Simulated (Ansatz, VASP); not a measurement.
**TaN: VASP beside Ansatz**

```xyz
2
Lattice="2.8763 0.0000 0.0000 -1.4382 2.4910 0.0000 0.0000 0.0000 2.8260" Properties=species:S:1:pos:R:3 pbc="T T T"
Ta    0.0000    1.6607    1.4130
N     0.0000    0.0000    0.0000
```

Alike in both runs: functional r2SCAN; k mesh 13 × 13 × 12; occupations fermi-dirac, width 0.1 eV; no spin polarisation.

Ansatz relaxed the structure, and its values are those at the end. VASP's run is a single point on that final structure, the one shown.

|  | VASP | Ansatz |
| --- | --- | --- |
| version | VASP 6.6.1 | Ansatz 0.2.0 |
| potentials or method | VASP PAW PBE potentials, release 64 (Ta_pv, N), cutoff 520 eV | PAW plane waves |
| valence electrons in the cell | 16 | 18 |

|  | VASP | Ansatz | Ansatz less VASP |
| --- | --- | --- | --- |
| pressure (GPa) | 27.5 | 25.5 | -1.98 |

VASP's potentials were made for PBE, not for r2SCAN. VASP's potentials hold 16 valence electrons a cell and Ansatz's 18, so a difference there can come from the potentials and not from the codes. Ansatz's warnings: stress scf threshold loose.

Neither program's run includes spin-orbit coupling.
